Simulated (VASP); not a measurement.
# Cu12Si in VASP: single point with PBE+D3(BJ)

Aim: the single point of Cu12Si with PBE+D3(BJ).

Everything below comes from runs of VASP 6.6.1. Logs are shortened: lines on timing, memory, paths and dates and some standing lists are left out, and cuts for length are marked.

## (1) The cell of the first run

The cell holds a slab with vacuum, 13 atoms: a = 5.038 Å, b = 5.038 Å, c = 21.121 Å, α = 90.00°, β = 90.00°, γ = 120.00°.

## (2) Single point, PBE+D3(BJ)

INCAR reads:

```
PREC = Accurate
ENCUT = 520
EDIFF = 1E-7
ISMEAR = 0
SIGMA = 0.1
LREAL = False
LASPH = True
NELM = 100
ALGO = Normal
ISIF = 2
LWAVE = False
LCHARG = False
LDIPOL = True
IDIPOL = 3
DIPOL = 0.5 0.5 0.305
GGA = PE
IVDW = 12
NBANDS = 80
```

KPOINTS reads:

```
Automatic mesh
0
Gamma
  6 6 1
```

POSCAR reads:

```
Cu12Si
1.0
    5.0378287988      0.0000000000      0.0000000000
   -2.5189143994      4.3628877197      0.0000000000
    0.0000000000      0.0000000000     21.1210738952
Cu Si
12 1
Direct
    0.3333333333      0.1666666667      0.1893843097
    0.3333333333      0.6666666667      0.1893843097
    0.8333333333      0.1666666667      0.1893843097
    0.8333333333      0.6666666667      0.1893843097
    0.1666666667      0.3333333333      0.2869418959
    0.1666666667      0.8333333333      0.2869418959
    0.6666666667      0.3333333333      0.2869418959
    0.6666666667      0.8333333333      0.2869418959
    0.0000000000      0.0000000000      0.3845009934
    0.0000000000      0.5000000000      0.3845009934
    0.5000000000      0.0000000000      0.3845009934
    0.5000000000      0.5000000000      0.3845009934
    0.0000000000      0.2500000000      0.5265392257
```

Potentials or basis: VASP PAW PBE potentials, release 64 (Cu, Si).

Command:

```
$ cat potpaw_PBE.64/Cu/POTCAR potpaw_PBE.64/Si/POTCAR > POTCAR
$ mpirun -np 1 vasp_std > vasp.out
```

OUTCAR:

```text
PREC = Accurate
   ENCUT = 520
   EDIFF = 1E-7
   ISMEAR = 0
   LREAL = False
   LASPH = True
   NELM = 100
   ISIF = 2
   GGA = PE
   IVDW = 12
 IVDW          = 12

 ion  position               nearest neighbor table
   1  0.333  0.167  0.189-   3 2.52   3 2.52   4 2.52   2 2.52   2 2.52   4 2.52   5 2.52   7 2.52
                             6 2.52
   2  0.333  0.667  0.189-   4 2.52   4 2.52   1 2.52   1 2.52   3 2.52   3 2.52   6 2.52   8 2.52
                             5 2.52
   3  0.833  0.167  0.189-   1 2.52   1 2.52   4 2.52   4 2.52   2 2.52   2 2.52   7 2.52   5 2.52
                             8 2.52
   4  0.833  0.667  0.189-   2 2.52   2 2.52   3 2.52   3 2.52   1 2.52   1 2.52   8 2.52   6 2.52
                             7 2.52
   5  0.167  0.333  0.287-   7 2.52   7 2.52   8 2.52   6 2.52   6 2.52   8 2.52   1 2.52   3 2.52
                             2 2.52  12 2.52   9 2.52  10 2.52
   6  0.167  0.833  0.287-   8 2.52   8 2.52   5 2.52   5 2.52   7 2.52   7 2.52   2 2.52   4 2.52
                             1 2.52  11 2.52  10 2.52   9 2.52
   7  0.667  0.333  0.287-   5 2.52   5 2.52   8 2.52   8 2.52   6 2.52   6 2.52   3 2.52   1 2.52
                             4 2.52  10 2.52  11 2.52  12 2.52
   8  0.667  0.833  0.287-   6 2.52   6 2.52   7 2.52   7 2.52   5 2.52   5 2.52   4 2.52   2 2.52
                             3 2.52   9 2.52  12 2.52  11 2.52
   9  0.000  0.000  0.385-  11 2.52  11 2.52  12 2.52  10 2.52  10 2.52  12 2.52   8 2.52   5 2.52
                             6 2.52
  10  0.000  0.500  0.385-  12 2.52  12 2.52   9 2.52   9 2.52  11 2.52  11 2.52   7 2.52   6 2.52
                             5 2.52
  11  0.500  0.000  0.385-   9 2.52   9 2.52  12 2.52  12 2.52  10 2.52  10 2.52   6 2.52   7 2.52
                             8 2.52
  12  0.500  0.500  0.385-  10 2.52  10 2.52  11 2.52  11 2.52   9 2.52   9 2.52   5 2.52   8 2.52
                             7 2.52
  13  0.000  0.250  0.527-

  LATTYP: Found a hexagonal cell.
 ALAT       =     5.0378287988
 C/A-ratio  =     4.1924953663

  Lattice vectors:

 A1 = (   5.0378287988,   0.0000000000,   0.0000000000)
 A2 = (  -2.5189143994,   4.3628877197,   0.0000000000)
 A3 = (   0.0000000000,   0.0000000000,  21.1210738952)

Analysis of symmetry for initial positions (statically):
=====================================================================
 Subroutine PRICEL returns:
 Original cell was already a primitive cell.

 Routine SETGRP: Setting up the symmetry group for a
 hexagonal supercell.

 Subroutine GETGRP returns: Found  2 space group operations
 (whereof  1 operations were pure point group operations)
 out of a pool of 24 trial point group operations.

The static configuration has the point symmetry C_1 .
 The point group associated with its full space group is C_1h.

Analysis of symmetry for dynamics (positions and initial velocities):
=====================================================================
 Subroutine PRICEL returns:
 Original cell was already a primitive cell.

 Routine SETGRP: Setting up the symmetry group for a
 hexagonal supercell.

 Subroutine GETGRP returns: Found  2 space group operations
 (whereof  1 operations were pure point group operations)
 out of a pool of 24 trial point group operations.

The dynamic configuration has the point symmetry C_1 .
 The point group associated with its full space group is C_1h.

 Subroutine INISYM returns: Found  2 space group operations
 (whereof  1 operations are pure point group operations),
 and found     1 'primitive' translations

----------------------------------------------------------------------------------------

                                     Primitive cell

  volume of cell :     464.2303

  direct lattice vectors                    reciprocal lattice vectors
     5.037828799  0.000000000  0.000000000     0.198498210  0.114602995  0.000000000
    -2.518914399  4.362887720  0.000000000     0.000000000  0.229205990  0.000000000
     0.000000000  0.000000000 21.121073895     0.000000000  0.000000000  0.047346077

  length of vectors
     5.037828799  5.037828799 21.121073895     0.229205990  0.229205990  0.047346077

  position of ions in fractional coordinates (direct lattice)
     0.333333333  0.166666667  0.189384310
     0.333333333  0.666666667  0.189384310
     0.833333333  0.166666667  0.189384310
     0.833333333  0.666666667  0.189384310
     0.166666667  0.333333333  0.286941896
     0.166666667  0.833333333  0.286941896
     0.666666667  0.333333333  0.286941896
     0.666666667  0.833333333  0.286941896
     0.000000000  0.000000000  0.384500993
     1.000000000  0.500000000  0.384500993
     0.500000000  0.000000000  0.384500993
     0.500000000  0.500000000  0.384500993
     1.000000000  0.250000000  0.526539226

  ion indices of the primitive-cell ions
   primitive index   ion index
                 1           1
                 2           2
                 3           3
                 4           4
                 5           5
                 6           6
                 7           7
                 8           8
                 9           9
                10          10
                11          11
                12          12
                13          13

----------------------------------------------------------------------------------------

 KPOINTS: Automatic mesh

Automatic generation of k-mesh.
 Grid dimensions read from file:
 generate k-points for:    6    6    1

 Generating k-lattice:

  Cartesian coordinates                     Fractional coordinates (reciprocal lattice)
     0.033083035  0.019100499  0.000000000     0.166666667 -0.000000000  0.000000000
     0.000000000  0.038200998  0.000000000     0.000000000  0.166666667  0.000000000
     0.000000000  0.000000000  0.047346077     0.000000000  0.000000000  1.000000000

  Length of vectors
     0.038200998  0.038200998  0.047346077

  Shift w.r.t. Gamma in fractional coordinates (k-lattice)
     0.000000000  0.000000000  0.000000000

 Subroutine IBZKPT returns following result:
 ===========================================

 Found     13 irreducible k-points:

 Following reciprocal coordinates:
            Coordinates               Weight
  0.000000  0.000000  0.000000      1.000000
  0.166667  0.000000  0.000000      2.000000
  0.000000  0.166667  0.000000      4.000000
  0.333333  0.000000  0.000000      2.000000
  0.000000  0.333333  0.000000      4.000000
  0.500000 -0.000000  0.000000      1.000000
  0.000000  0.500000  0.000000      2.000000
  0.166667  0.166667  0.000000      4.000000
 -0.166667  0.333333  0.000000      2.000000
  0.333333  0.166667  0.000000      4.000000
 -0.166667  0.500000  0.000000      4.000000
  0.500000  0.333333  0.000000      4.000000
  0.333333  0.333333  0.000000      2.000000
   k-points           NKPTS =     13   k-points in BZ     NKDIM =     13   number of bands    NBANDS=     80
   number of dos      NEDOS =    301   number of ions     NIONS =     13
   total plane-waves  NPLWV = 256000
   dimension x,y,z NGX =    40 NGY =   40 NGZ =  160
   dimension x,y,z NGXF=    80 NGYF=   80 NGZF=  320
   ions per type =              12   1
   NGX,Y,Z   is equivalent  to a cutoff of  13.20, 13.20, 12.59 a.u.
   NGXF,Y,Z  is equivalent  to a cutoff of  26.40, 26.40, 25.19 a.u.
 SYSTEM =  unknown system
   PREC   = accura    normal or accurate (medium, high low for compatibility)
   ISTART =      0    job   : 0-new  1-cont  2-samecut
   ICHARG =      2    charge: 1-file 2-atom 10-const
   ISPIN  =      1    spin polarized calculation?
   LNONCOLLINEAR =      F non collinear calculations
   LSORBIT =      F    spin-orbit coupling
   LASPH  =      T    aspherical Exc in radial PAW
   ENCUT  =  520.0 eV  38.22 Ry    6.18 a.u.   9.37  9.37 39.27*2*pi/ulx,y,z
   NELM   =    100;   NELMIN=  2; NELMDL= -5     # of ELM steps
   EDIFF  = 0.1E-06   stopping-criterion for ELM
   LREAL  =      F    real-space projection
   EDIFFG = 0.1E-05   stopping-criterion for IOM
   NSW    =      0    number of steps for IOM
   IBRION =     -1    ionic relax: 0-MD 1-quasi-New 2-CG
   NFREE  =      0    steps in history (QN), initial steepest desc. (CG)
   ISIF   =      2    stress and relaxation
   ISYM   =      2    0-nonsym 1-usesym 2-fastsym
   POTIM  = 0.5000    time-step for ionic-motion
   TEBEG  =    0.0;   TEEND  =   0.0 temperature during run
   PSTRESS=    0.0 pullay stress
   NELECT =     136.0000    total number of electrons
   NUPDOWN=      -1.0000    fix difference up-down
   EMIN   =  10.00;   EMAX   =-10.00  energy-range for DOS
   EFERMI =   0.00;   METHOD = LEGACY
   ISMEAR =     0;   SIGMA  =   0.10  broadening in eV -4-tet -1-fermi 0-gaus
   EFERMI_NEDOS =   21; number of points for ismear=-14 and -15
   IALGO  =     38    algorithm
   IMIX   =      4    mixing-type and parameters
     AMIX     =   0.40;   BMIX     =  1.00
     AMIX_MAG =   1.60;   BMIX_MAG =  1.00
  volume/ion in A,a.u.               =      35.71       240.98
  Fermi-wavevector in a.u.,A,eV,Ry     =   1.087285  2.054670 16.084648  1.182188
  Thomas-Fermi vector in A             =   2.223441
   LORBIT       =      0    0 simple, 1 ext, 2 COOP (PROOUT), +10 PAW based schemes
   GGA     = PE    functional components
   LHFCALC =     F    Hartree Fock is set to
   AEXX    =    0.0000 exact exchange contribution
   IVDW    =    12    specifies the selected vdW correction
   LEPSILON=     F    determine dielectric tensor
   LRPA    =     F    only Hartree local field effects (RPA)
 non-spin polarized calculation
 Gauss-broadening in eV      SIGMA  =   0.10
  energy-cutoff  :      520.00
  volume of cell :      464.23
 maximum number of plane-waves:     12559
 NGX is ok and might be reduce to    40
   NGX = 19   NGY = 19   NGZ = 79

 dipolmoment           0.000000      0.000000      0.037527 electrons x Angstroem

 number of electron     136.0000037 magnetization

 dipolmoment           0.000000      0.000000     -0.060089 electrons x Angstroem

 Free energy of the ion-electron system (eV)
  ---------------------------------------------------
  ext. energy  EPLUGINS =         0.00000000
  ---------------------------------------------------
  free energy    TOTEN  =       -43.35618752 eV

  energy without entropy =      -43.28119603  energy(sigma->0) =      -43.31869177

 E-fermi :  -0.3944     XC(G=0):  -5.4269

 val. band max:       -0.3994891337   @ k =   0.0000   0.0000   0.0000
 cond. band min:      -0.3814499455   @ k =   0.0000   0.1667   0.0000
 fundamental gap:      0.0180391882
 Fermi energy:        -0.3943956002

 k-point     1 :       0.0000    0.0000    0.0000
  band No.  band energies     occupation
      1      -9.2744      2.00000
      2      -7.4643      2.00000
      3      -6.8820      2.00000
      4      -5.7142      2.00000
      5      -5.3254      2.00000
      6      -5.3232      2.00000
[... 72 lines left out ...]
     79       4.1506      0.00000
     80       4.3328      0.00000

 k-point     2 :       0.1667    0.0000    0.0000
  band No.  band energies     occupation
      1      -9.0475      2.00000
      2      -7.3219      2.00000
      3      -6.7621      2.00000
      4      -5.5504      2.00000
      5      -5.5081      2.00000
      6      -5.2598      2.00000
[... 72 lines left out ...]
     79       4.4194      0.00000
     80       4.5984      0.00000
[... 828 lines left out ...]
     79       4.8628      0.00000
     80       5.1159      0.00000

 k-point    13 :       0.3333    0.3333    0.0000
  band No.  band energies     occupation
      1      -7.0243      2.00000
      2      -6.7952      2.00000
      3      -6.7939      2.00000
      4      -6.7106      2.00000
      5      -5.2707      2.00000
      6      -5.2675      2.00000
[... 72 lines left out ...]
     79       4.0328      0.00000
     80       4.5381      0.00000

------------------------ aborting loop because EDIFF is reached ----------------------------------------

 vacuum level on the upper side and lower side of the slab       (xc-potential included)        -0.453         0.091

 Edisp (eV)   -5.18650

 E8    (eV) :    -2.3125

  FORCE on cell =-STRESS in cart. coord.  units (eV):
  Direction    XX          YY          ZZ          XY          YZ          ZX
  --------------------------------------------------------------------------------------
  -------------------------------------------------------------------------------------
  Total      -4.86851    -5.08728    -4.97236     0.18946     0.01924     0.03333
  in kB     -16.80247   -17.55752   -17.16087     0.65389     0.06642     0.11504
  external pressure =      -17.17 kB  Pullay stress =        0.00 kB

 VOLUME and BASIS-vectors are now :
 -----------------------------------------------------------------------------
  energy-cutoff  :      520.00
  volume of cell :      464.23
      direct lattice vectors                 reciprocal lattice vectors
     5.037828799  0.000000000  0.000000000     0.198498210  0.114602995  0.000000000
    -2.518914399  4.362887720  0.000000000     0.000000000  0.229205990  0.000000000
     0.000000000  0.000000000 21.121073895     0.000000000  0.000000000  0.047346077

 POSITION                                       TOTAL-FORCE (eV/Angst)
 -----------------------------------------------------------------------------------
      1.25946      0.72715      4.00000        -0.020988      0.006856     -0.097623
     -0.00000      2.90859      4.00000        -0.004556     -0.021604     -0.097623
      3.77837      0.72715      4.00000         0.024083      0.013904     -0.065883
      2.51891      2.90859      4.00000        -0.006571     -0.003794     -0.127332
      0.00000      1.45430      6.06052         0.011018      0.006361     -0.038048
     -1.25946      3.63574      6.06052         0.004998      0.002885      0.090657
      2.51891      1.45430      6.06052        -0.021551      0.014603      0.030043
      1.25946      3.63574      6.06052         0.001871     -0.025965      0.030043
      0.00000      0.00000      8.12107        -0.070372      0.134721      0.740608
     -1.25946      2.18144      8.12107         0.081486     -0.128304      0.740608
      2.51891      0.00000      8.12107         0.057486      0.033189      0.451843
      1.25946      2.18144      8.12107        -0.054525     -0.031480      0.419182
     -0.62973      1.09072     11.12107        -0.002379     -0.001373     -2.076476
 -----------------------------------------------------------------------------------
    total drift:                                0.000030      0.000015      0.003196

  FREE ENERGIE OF THE ION-ELECTRON SYSTEM (eV)
  ---------------------------------------------------
  free  energy   TOTEN  =       -48.5426855727 eV

  energy  without entropy=      -48.4676940842  energy(sigma->0) =      -48.50518983

 vacuum level on the upper side and lower side of the slab         3.768         4.324
```

Run time: 19 min. Hardware: 1 thread of Intel Xeon Platinum 8488C (Sapphire Rapids), shared host; peak memory 0.71 GiB.

Results:

```yaml
Free_energy: -48.5427 eV
Largest_force: 2.076 eV/Å
Band_gap_on_the_k_mesh: zero (bands 68 and 69 overlap by 0.14 eV)
Dispersion_energy_per_atom: -0.399 eV
```

Forces in eV/Å, atoms in the order of the input:
```
Cu  -0.021  0.007 -0.098
Cu  -0.005 -0.022 -0.098
Cu   0.024  0.014 -0.066
Cu  -0.007 -0.004 -0.127
Cu   0.011  0.006 -0.038
Cu   0.005  0.003  0.091
Cu  -0.022  0.015  0.030
Cu   0.002 -0.026  0.030
Cu  -0.070  0.135  0.741
Cu   0.081 -0.128  0.741
Cu   0.057  0.033  0.452
Cu  -0.055 -0.031  0.419
Si  -0.002 -0.001 -2.076
```
